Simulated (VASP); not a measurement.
A run of VASP 6.6.1 is set up as follows.

File INCAR:

```
PREC     = Accurate       # precision mode
ENCUT    = 520            # plane-wave cutoff, eV
EDIFF    = 1E-6           # SCF threshold, eV
ISMEAR   = -1             # smearing method
SIGMA    = 0.05           # smearing width, eV
LREAL    = False          # projectors in reciprocal space
LASPH    = True           # aspherical terms in the spheres
NELM     = 80             # most SCF steps
ALGO     = Normal         # electronic algorithm
ISIF     = 2              # what is computed and relaxed
LWAVE    = False          # write WAVECAR
LCHARG   = False          # write CHGCAR
GGA      = PE             # functional
NBANDS   = 17             # bands
```

KPOINTS

```
Automatic mesh
0
Gamma
  3 3 3
```

The input POSCAR:

```
SnTe
1.0
    0.0000000000      3.1508500000      3.1508500000
    3.1508500000      0.0000000000      3.1508500000
    3.1508500000      3.1508500000      0.0000000000
Te Sn
1 1
Direct
    0.5000000000      0.5000000000      0.5000000000
    0.0000000000      0.0000000000      0.0000000000
```

Potentials or basis: VASP PAW PBE potentials, release 64 (Te, Sn_d).

Run with:

```sh
$ cat potpaw_PBE.64/Te/POTCAR potpaw_PBE.64/Sn_d/POTCAR > POTCAR
$ mpirun -np 1 vasp_std > vasp.out
```

Task: What does it give for the pressure?

Result: 2.2 GPa.

Caveat: the k points lie up to 0.58 Å⁻¹ apart.
